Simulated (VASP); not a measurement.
# Ti (I4/mmm) in VASP: notebook, part 3 of 3

VASP 6.6.1. The steps go on from the part before.

**6. Single point, r2SCAN (strain +0.080 along x and y, -0.080 along z)**

Contents of POSCAR:

```
Ti
1.0
   -1.7722800000      1.7722800000      1.5097200000
    1.7722800000     -1.7722800000      1.5097200000
    1.7722800000      1.7722800000     -1.5097200000
Ti
1
Direct
    0.0000000000      0.0000000000      0.0000000000
```

Contents of INCAR.step1:

```
  PREC = Accurate
  ENCUT = 520
  ISMEAR = 0
  SIGMA = 0.15
  LREAL = False
  LASPH = True
  NELM = 80
  NBANDS = 12
  GGA = PE
  ALGO = Normal
  EDIFF = 1E-4
  LWAVE = True
  LCHARG = False
```

Contents of INCAR.step2:

```
  PREC = Accurate
  ENCUT = 520
  EDIFF = 1E-7
  ISMEAR = 0
  SIGMA = 0.15
  LREAL = False
  LASPH = True
  NELM = 80
  ALGO = Normal
  ISIF = 2
  LWAVE = False
  LCHARG = True
  METAGGA = R2SCAN
  LMIXTAU = True
  LELF = True
  LVHAR = True
  NBANDS = 12
  ISTART = 1
```

Contents of KPOINTS:

```
Automatic mesh
0
Gamma
  20 20 20
```

Potentials or basis: VASP PAW PBE potentials, release 64 (Ti_sv).

Command:

```console
$ cat potpaw_PBE.64/Ti_sv/POTCAR > POTCAR
$ cp INCAR.step1 INCAR
$ mpirun -np 1 vasp_std > vasp.out
$ cp INCAR.step2 INCAR
$ mpirun -np 1 vasp_std > vasp.out
```

OUTCAR:

```text
PREC = Accurate
   ENCUT = 520
   EDIFF = 1E-7
   ISMEAR = 0
   LREAL = False
   LASPH = True
   NELM = 80
   ISIF = 2
   METAGGA = R2SCAN
   ISTART = 1

 ion  position               nearest neighbor table
   1  0.000  0.000  0.000-

  LATTYP: Found a body centered tetragonal cell.
 ALAT       =     3.5445600000
 C/A-ratio  =     0.8518518519

  Lattice vectors:

 A1 = (  -1.7722800000,   1.7722800000,   1.5097200000)
 A2 = (   1.7722800000,  -1.7722800000,   1.5097200000)
 A3 = (   1.7722800000,   1.7722800000,  -1.5097200000)

Analysis of symmetry for initial positions (statically):
=====================================================================
 Subroutine PRICEL returns:
 Original cell was already a primitive cell.

 Routine SETGRP: Setting up the symmetry group for a
 body centered tetragonal supercell.

 Subroutine GETGRP returns: Found 16 space group operations
 (whereof 16 operations were pure point group operations)
 out of a pool of 16 trial point group operations.

The static configuration has the point symmetry D_4h.

Analysis of symmetry for dynamics (positions and initial velocities):
=====================================================================
 Subroutine PRICEL returns:
 Original cell was already a primitive cell.

 Routine SETGRP: Setting up the symmetry group for a
 body centered tetragonal supercell.

 Subroutine GETGRP returns: Found 16 space group operations
 (whereof 16 operations were pure point group operations)
 out of a pool of 16 trial point group operations.

The dynamic configuration has the point symmetry D_4h.

 Subroutine INISYM returns: Found 16 space group operations
 (whereof 16 operations are pure point group operations),
 and found     1 'primitive' translations

----------------------------------------------------------------------------------------

[... 110 lines left out ...]
     AMIX_MAG =   1.60;   BMIX_MAG =  1.00
  volume/ion in A,a.u.               =      18.97       128.00
  Fermi-wavevector in a.u.,A,eV,Ry     =   1.405384  2.655790 26.872910  1.975103
  Thomas-Fermi vector in A             =   2.527850
   LORBIT       =      0    0 simple, 1 ext, 2 COOP (PROOUT), +10 PAW based schemes
   METAGGA = R2SCAN    functional components
   LHFCALC =     F    Hartree Fock is set to
   AEXX    =    0.0000 exact exchange contribution
   IVDW    =     0    specifies the selected vdW correction
   LEPSILON=     F    determine dielectric tensor
   LRPA    =     F    only Hartree local field effects (RPA)
 non-spin polarized calculation
 Gauss-broadening in eV      SIGMA  =   0.15
  energy-cutoff  :      520.00
  volume of cell :       18.97
 maximum number of plane-waves:       533
 NGX is ok and might be reduce to    24
   NGX = 11   NGY = 11   NGZ = 11

 number of electron      11.9999997 magnetization

 Free energy of the ion-electron system (eV)
  ---------------------------------------------------
  ext. energy  EPLUGINS =         0.00000000
  ---------------------------------------------------
  free energy    TOTEN  =       -12.78671068 eV

  energy without entropy =      -12.76351647  energy(sigma->0) =      -12.77511357

 E-fermi :   7.2611     XC(G=0): -11.9552

 val. band max:        7.2607570902   @ k =   0.3000   0.1500   0.1500
 cond. band min:       7.2615698178   @ k =  -0.2500   0.3000   0.1000
 fundamental gap:      0.0008127277
 Fermi energy:         7.2611422660

 k-point     1 :       0.0000    0.0000    0.0000
  band No.  band energies     occupation
      1     -51.8615      2.00000
      2     -26.7572      2.00000
      3     -26.7572      2.00000
      4     -26.7291      2.00000
      5       1.0808      2.00000
      6       7.5606      0.00475
      7       8.8141      0.00000
      8       8.8141      0.00000
      9       9.0342      0.00000
     10      10.4260      0.00000
     11      23.7102      0.00000
     12      23.7102      0.00000
[... 331 lines left out ...]
 k-point    24 :      -0.3500    0.0500    0.0000
  band No.  band energies     occupation
      1     -51.7845      2.00000
      2     -27.1301      2.00000
      3     -26.8825      2.00000
      4     -26.7863      2.00000
      5       4.0224      2.00000
      6       6.9846      1.99087
      7       7.6457      0.00029
      8       9.9599      0.00000
      9      10.0115      0.00000
     10      10.3107      0.00000
     11      19.2357      0.00000
     12      21.2105      0.00000

 [... further k-points ...]
[... 5 lines left out ...]
  --------------------------------------------------------------------------------------
  -------------------------------------------------------------------------------------
  Total       -1.1446576     -1.1446576     -0.8197996      0.0000000      0.0000000      0.0000000
  in kB      -96.6863392    -96.6863392    -69.2464055      0.0000000      0.0000000      0.0000000
  external PRESSURE =     -87.5396946 kB  Pullay stress =       0.0000000 kB

 VOLUME and BASIS-vectors are now :
 -----------------------------------------------------------------------------
  energy-cutoff  :      520.00
  volume of cell :       18.97
      direct lattice vectors                 reciprocal lattice vectors
    -1.772280000  1.772280000  1.509720000     0.000000000  0.282122464  0.331187240
     1.772280000 -1.772280000  1.509720000     0.282122464  0.000000000  0.331187240
     1.772280000  1.772280000 -1.509720000     0.282122464  0.282122464  0.000000000

 POSITION                                       TOTAL-FORCE (eV/Angst)
 -----------------------------------------------------------------------------------
      0.00000      0.00000      0.00000         0.000000      0.000000      0.000000
 -----------------------------------------------------------------------------------
    total drift:                                0.000000      0.000000      0.000000

  FREE ENERGIE OF THE ION-ELECTRON SYSTEM (eV)
  ---------------------------------------------------
  free  energy   TOTEN  =       -12.7867106843 eV

  energy  without entropy=      -12.7635164657  energy(sigma->0) =      -12.77511357
```

OUTCAR.step1:

```text
PREC = Accurate
   ENCUT = 520
   ISMEAR = 0
   LREAL = False
   LASPH = True
   NELM = 80
[... 576 lines left out ...]

 POSITION                                       TOTAL-FORCE (eV/Angst)
 -----------------------------------------------------------------------------------
      0.00000      0.00000      0.00000         0.000000     -0.000000      0.000000
 -----------------------------------------------------------------------------------
    total drift:                               -0.000000      0.000000      0.000000

  FREE ENERGIE OF THE ION-ELECTRON SYSTEM (eV)
  ---------------------------------------------------
  free  energy   TOTEN  =        -7.7006931958 eV

  energy  without entropy=       -7.6751749640  energy(sigma->0) =       -7.68793408
```

OSZICAR.step1:

```text
N       E                     dE             d eps       ncg     rms          rms(c)
DAV:   1     0.865565065763E+02    0.86557E+02   -0.65611E+03 15444   0.118E+03
DAV:   2    -0.431009632813E+01   -0.90867E+02   -0.88635E+02 15664   0.293E+02
DAV:   3    -0.873340000507E+01   -0.44233E+01   -0.43719E+01 22116   0.653E+01
DAV:   4    -0.882266202069E+01   -0.89262E-01   -0.89162E-01 17124   0.842E+00
DAV:   5    -0.882477626308E+01   -0.21142E-02   -0.21142E-02 18652   0.117E+00    0.769E+00
DAV:   6    -0.770385325083E+01    0.11209E+01   -0.25266E+00 16680   0.226E+01    0.189E+00
DAV:   7    -0.769442315548E+01    0.94301E-02   -0.75115E-02 18372   0.289E+00    0.118E+00
DAV:   8    -0.770022515584E+01   -0.58020E-02   -0.30607E-02 16056   0.219E+00    0.123E-01
DAV:   9    -0.770068338302E+01   -0.45823E-03   -0.26573E-03 19560   0.556E-01    0.713E-02
DAV:  10    -0.770069319581E+01   -0.98128E-05   -0.21524E-04 16060   0.175E-01
   1 F= -.77006932E+01 E0= -.76879341E+01  d E =-.255182E-01
```

Wall time 3.2 min (1 thread of Intel Xeon 6975P-C (Granite Rapids), shared host); peak memory 0.26 GiB.

Results:

```
Free energy            : -12.7867 eV
Pressure               : -8.8 GPa
Band gap on the k mesh : zero (bands 6 and 7 overlap by 1.44 eV)
```

Stress tensor (GPa, compression positive):
```
-9.67  0.00  0.00
 0.00 -9.67  0.00
 0.00  0.00 -6.92
```

Levels at points of the mesh, in eV from the Fermi level:
```csv
k point,band 4,band 5,band 6,band 7,band 8,band 9
"(0.00, 0.00, 0.00)",-33.99,-6.18,0.30,1.55,1.55,1.77
"(0.50, 0.00, 0.00)",-34.06,-2.34,-0.67,1.16,2.56,3.54
"(0.50, 0.50, 0.00)",-33.99,-2.49,0.03,0.73,1.69,2.65
"(0.50, 0.50, 0.50)",-34.24,-2.12,-1.84,3.65,3.65,3.80
```

Caveat: the cell differs from its parent crystal (strain +0.080 along x and y, -0.080 along z); the cell stands under tension; the PAW data sets were made with another functional, which shifts forces and pressure a little.

**7. The runs side by side**

| cell | gap on the mesh (eV) | pressure (GPa) |
| --- | --- | --- |
| a = 2.806 Å, angles 111.7, 111.7, 105.1°, 1 atom | none | 2.5 |
| a = 2.847 Å, angles 112.8, 112.8, 103.0°, 1 atom | none | -1.7 |
| a = 2.847 Å, angles 106.3, 106.3, 115.9°, 1 atom | none | -2.0 |
| a = 2.882 Å, angles 107.4, 107.4, 113.7°, 1 atom | none | -6.0 |
| a = 2.926 Å, angles 105.4, 105.4, 117.9°, 1 atom | none | -8.8 |

Alike in all rows: task single point; level r2SCAN; potentials or basis VASP PAW PBE potentials, release 64 (Ti_sv); no spin polarisation; k mesh 20 × 20 × 20; cutoff (eV) 520; smearing gaussian 0.15 eV.

Caveats: the PAW data sets were made with another functional, which shifts forces and pressure a little; the cell stands under tension (at least some runs).

Total energies depend on the potentials used, so only differences within one code and one set of settings carry meaning.
